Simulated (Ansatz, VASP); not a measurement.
## One calculation of Co, two programs

Contents of INCAR:

```
SYSTEM = Co
PREC     = Accurate       ! precision mode
ENCUT    = 600            ! plane-wave cutoff, eV
EDIFF    = 1E-6           ! SCF threshold, eV
ISMEAR   = -1             ! smearing method
SIGMA    = 0.03           ! smearing width, eV
LREAL    = .FALSE.        ! projectors in reciprocal space
LASPH    = .TRUE.         ! aspherical terms in the spheres
NELM     = 120            ! most SCF steps
ALGO     = Normal         ! electronic algorithm
ISIF     = 2              ! what is computed and relaxed
LWAVE    = .FALSE.        ! write WAVECAR
LCHARG   = .FALSE.        ! write CHGCAR
GGA      = PE             ! functional
NBANDS   = 16             ! bands
GGA_COMPAT= .FALSE.
```

File KPOINTS:

```
Automatic mesh
0
G
  15 15 8
  0 0 0
```

Contents of POSCAR:

```
Co
1.0
    2.4583936733      0.0000000000      0.0000000000
   -1.2291968366      2.1290313736      0.0000000000
    0.0000000000      0.0000000000      3.9606917934
Co
2
Direct
    0.3333333333      0.6666666667      0.2500000000
    0.6666666667      0.3333333333      0.7500000000
```

Input for Ansatz:

```yaml
crystal:
  lattice:
    - [2.4583936733, 0.0, 0.0]
    - [-1.2291968366, 2.1290313736, 0.0]
    - [0.0, 0.0, 3.9606917934]
  atoms:
    - { symbol: Co, position: [0.3333333333, 0.6666666667, 0.25] }
    - { symbol: Co, position: [0.6666666667, 0.3333333333, 0.75] }
hamiltonian:
  xc: pbe
  pseudopotentials:
    kind: paw
    azcp:
      Co: "pseudopotentials/Co.paw.azcp"
basis:
  ecutwfc: 420
  fft_grid_basis: typed
kpoints:
  mp_grid: { grid: [15, 15, 8], shift: [0, 0, 0] }
magnetization:
  spin_polarized: false
scf:
  occupations: { method: fermi_dirac, width: 0.03 }
  lower_state_search: "off"
output:
  stress: true
```

Alike in both runs: task single point; functional PBE; k mesh 15 × 15 × 8; occupations fermi-dirac, width 0.03 eV; no spin polarisation.

|  | VASP | Ansatz |
| --- | --- | --- |
| version | VASP 6.6.1 | Ansatz 0.2.0 |
| potentials or method | VASP PAW PBE potentials, release 64 (Co), cutoff 600 eV | plane waves (420 eV) with PAW, scalar-relativistic |
| valence electrons in the cell | 18 | 34 |

VASP gave:

| Property | Result |
| --- | --- |
| pressure (GPa) | -1.6 |
| traceless stress, the component that is largest in VASP (GPa) | 0.02 |

Task: What did Ansatz give for the same quantities?

Result: Pressure (GPa): -1.0; traceless stress, the component that is largest in VASP (GPa): 0.11.

VASP's potentials hold 18 valence electrons a cell and Ansatz's 34, so a difference there can come from the potentials and not from the codes.
